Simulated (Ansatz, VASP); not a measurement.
**TiO2: VASP beside Ansatz**

File INCAR:

```
SYSTEM = TiO2
ALGO = Normal
EDIFF = 1E-7
ENCUT = 520
GGA = PE
ISIF = 2
ISMEAR = -1
LASPH = .True.
LCHARG = .False.
LREAL = .False.
LWAVE = .False.
NBANDS = 33
NELM = 100
PREC = Accurate
SIGMA = 0.05
```

File KPOINTS:

```
k-points
0
Gamma
  6 6 9
  0 0 0
```

Contents of POSCAR:

```
TiO2
1.0
    4.5376697393      0.0000000000      0.0000000000
    0.0000000000      4.5376697393      0.0000000000
    0.0000000000      0.0000000000      2.9192192849
Ti O
2 4
Direct
    0.0000000000      0.0000000000      0.5000000000
    0.5000000000      0.5000000000      0.0000000000
    0.3043213200      0.3043213200      0.5000000000
    0.1956786800      0.8043213200      0.0000000000
    0.8043213200      0.1956786800      0.0000000000
    0.6956786800      0.6956786800      0.5000000000
```

input.yaml

```yaml
crystal:
  lattice:
    - [4.5376697393, 0.0, 0.0]
    - [0.0, 4.5376697393, 0.0]
    - [0.0, 0.0, 2.9192192849]
  atoms:
    - { symbol: Ti, position: [0.0, 0.0, 0.5] }
    - { symbol: Ti, position: [0.5, 0.5, 0.0] }
    - { symbol: O, position: [0.30432132, 0.30432132, 0.5] }
    - { symbol: O, position: [0.19567868, 0.80432132, 0.0] }
    - { symbol: O, position: [0.80432132, 0.19567868, 0.0] }
    - { symbol: O, position: [0.69567868, 0.69567868, 0.5] }
hamiltonian:
  xc: pbe
  pseudopotentials: { kind: nc }
kpoints:
  mp_grid: { grid: [6, 6, 9] }
scf:
  occupations: { method: fermi_dirac, width: 0.05 }
output:
  forces: true
  stress: true
  eigenvalues: true
```

Alike in both runs: task single point; functional PBE; k mesh 6 × 6 × 9; occupations fermi-dirac, width 0.05 eV; no spin polarisation.

|  | VASP | Ansatz |
| --- | --- | --- |
| version | VASP 6.6.1 | Ansatz 0.2.0 |
| potentials or method | VASP PAW PBE potentials, release 64 (Ti_sv, O) | Ansatz NC |
| plane-wave cutoff (eV) | 520 | 1240 |
| valence electrons in the cell | 48 | 48 |

VASP gave:

- gap on the k mesh at the Fermi level (eV): 1.94
- least direct gap on the mesh (eV): 1.94
- pressure (GPa): 15.9
- traceless stress, the component that is largest in VASP (GPa): 1.45
- rms of the force components (eV/Å): 0.106

What did Ansatz give for the same quantities?

gap on the k mesh at the Fermi level (eV): 1.97; least direct gap on the mesh (eV): 1.97; pressure (GPa): 15.0; traceless stress, the component that is largest in VASP (GPa): 1.26; rms of the force components (eV/Å): 0.092.

Atom by atom the forces differ by 0.014 eV/Å (rms over components).

Noted on Ansatz's run: odd divisions of the mesh miss points on the zone boundary, where band edges often lie, so the gap on the mesh can be too wide.
